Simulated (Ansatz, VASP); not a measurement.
**Two plane-wave programs on Na2S**

```
S Na
1.0
     0.00000    3.25543    3.25543
     3.25543    0.00000    3.25543
     3.25543    3.25543    0.00000
S Na
1 2
Direct
  0.00000 0.00000 0.00000
  0.25000 0.25000 0.25000
  0.75000 0.75000 0.75000
```

Alike in both runs: task single point; functional PBEsol; k mesh 6 × 6 × 6; occupations gaussian, width 0.5 eV; no spin polarisation.

```csv
,VASP,Ansatz
version,VASP 6.6.1,Ansatz 0.2.0
potentials or method,"VASP PAW PBE potentials, release 64 (S, Na_pv)",plane waves
plane-wave cutoff (eV),500,420
valence electrons in the cell,20,24
```

```tsv
	VASP	Ansatz	Ansatz less VASP
pressure (GPa)	-0.1	-0.1	-0.04
```

VASP's potentials were made for PBE, not for PBEsol. With one functional, cell and mesh, what is left measures potentials, basis and numerics. VASP's potentials hold 20 valence electrons a cell and Ansatz's 24, so a difference there can come from the potentials and not from the codes.
